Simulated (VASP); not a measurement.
Write the native input for VASP 6.6.1 that does the following.

* Task: relaxation of cell and atoms
* Functional: PBE
* Potentials or basis: VASP PAW PBE potentials, release 64 (Ge_d)
* Cutoff: 600 eV
* k mesh: 6 × 6 × 4
* Occupations: gaussian, width 0.1 eV
* Spin: no spin polarisation
* Dipole correction: no
* Further INCAR settings: ALGO = Normal; EDIFF = 1e-06; IBRION = 2; EDIFFG = -0.04; NSW = 90; ISIF = 3

The structure of Ge lies in POSCAR:

```
Ge
1.0
    3.5951919900      0.0000000000      0.0000000000
   -1.7975960000      3.1135276000      0.0000000000
    0.0000000000      0.0000000000      5.9903896100
Ge
4
Direct
    0.0000000000      0.0000000000      0.8025568000
    0.0000000000      0.0000000000      0.1974432000
    0.3333333300      0.6666666700      0.6146058900
    0.6666666700      0.3333333300      0.3853941100
```

One way to write it, as run:

INCAR

```
SYSTEM = Ge
ALGO     = Normal         ! electronic algorithm
EDIFF    = 1E-6           ! SCF threshold, eV
EDIFFG   = -0.04          ! ionic threshold
ENCUT    = 600            ! plane-wave cutoff, eV
GGA      = PE             ! functional
IBRION   = 2              ! ionic algorithm
ISIF     = 3              ! what is computed and relaxed
ISMEAR   = 0              ! smearing method
LASPH    = .True.         ! aspherical terms in the spheres
LCHARG   = .False.        ! write CHGCAR
LREAL    = .False.        ! projectors in reciprocal space
LWAVE    = .False.        ! write WAVECAR
NELM     = 80             ! most SCF steps
NSW      = 90             ! ionic steps
PREC     = Accurate       ! precision mode
SIGMA    = 0.1            ! smearing width, eV
```

KPOINTS

```
k-points
0
Gamma
  6 6 4
  0 0 0
```

Potentials or basis: VASP PAW PBE potentials, release 64 (Ge_d).

The run is started by

```sh
$ cat potpaw_PBE.64/Ge_d/POTCAR > POTCAR
$ mpirun -np 1 vasp_std > vasp.out
```

Results of the run:

The relaxed volume is 22.68 Å³/atom and the relaxed cell is a = 3.963 Å, b = 3.963 Å, c = 6.670 Å, α = 90.00°, β = 90.00°, γ = 120.00°. The space group after relaxing (to 0.05 Å) is P-3m1 (No. 164). The energy gained by relaxing is 501.8 meV/atom, the ionic steps are 28 and the pressure after relaxing is 0.0 GPa. The largest force after relaxing is 0.008 eV/Å and the band gap on the k mesh is zero (band 28 reaches 4.95 eV, above the bottom of band 29 at 3.34 eV).

Caveat: the volume moved by over 15 % at a fixed basis, so the end points are rough.

It took 21 min on 1 thread of Intel Xeon 6975P-C, on a shared host, peak memory 0.23 GiB.
